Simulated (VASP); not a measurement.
Input of a VASP 6.6.1 run:

Contents of INCAR:

```
SYSTEM = Ta4C3
PREC = Accurate ; ENCUT = 520
EDIFF = 1E-6 ; ISMEAR = 0
SIGMA = 0.15 ; LREAL = .FALSE.
LASPH = .TRUE. ; NELM = 80
ALGO = Normal ; ISIF = 2
LWAVE = .FALSE. ; LCHARG = .TRUE.
GGA = PS ; LELF = .TRUE.
LVHAR = .TRUE. ; NBANDS = 37
```

KPOINTS

```
regular mesh
0
G
  14 14 4
  0 0 0
```

Contents of POSCAR:

```
Ta4C3
1.0
   -3.1032734570      0.0000000000      0.0000000000
   -1.5516367285     -2.6875136487      0.0000000000
   -1.9395459106     -1.1197973536     10.1645109918
Ta C
4 3
Direct
    0.2313472422      0.2313472422      0.1893666186
   -0.0825145005     -0.0825145005      0.9426348013
   -0.3139601203     -0.3139601203      0.6981042887
    0.4550657028      0.4550657028      0.4524423133
    0.0698206184      0.0698206184      0.5770305159
    0.9530411559      0.9530411559      0.0573012258
   -0.1576126110     -0.1576126110      0.3228702664
```

Potentials or basis: VASP PAW PBE potentials, release 64 (Ta_pv, C).

The run is started by

```bash
$ cat potpaw_PBE.64/Ta_pv/POTCAR potpaw_PBE.64/C/POTCAR > POTCAR
$ mpirun -np 1 vasp_std > vasp.out
```

Q: Estimate the largest force.

A: 84.963 eV/Å.

Q: Estimate the pressure.

A: 65.3 GPa.

Q: Estimate the band gap on the k mesh.

A: Zero (band 28 reaches 7.67 eV, above the bottom of band 29 at 6.66 eV).

Stress tensor (GPa, compression positive):
```
 17.95   9.77 -51.46
  9.77   6.66 -29.71
-51.46 -29.71 171.24
```

Caveat: the PAW data sets were made with another functional, which shifts forces and pressure a little; spin-orbit coupling is left out, which moves the levels of the heavy elements.
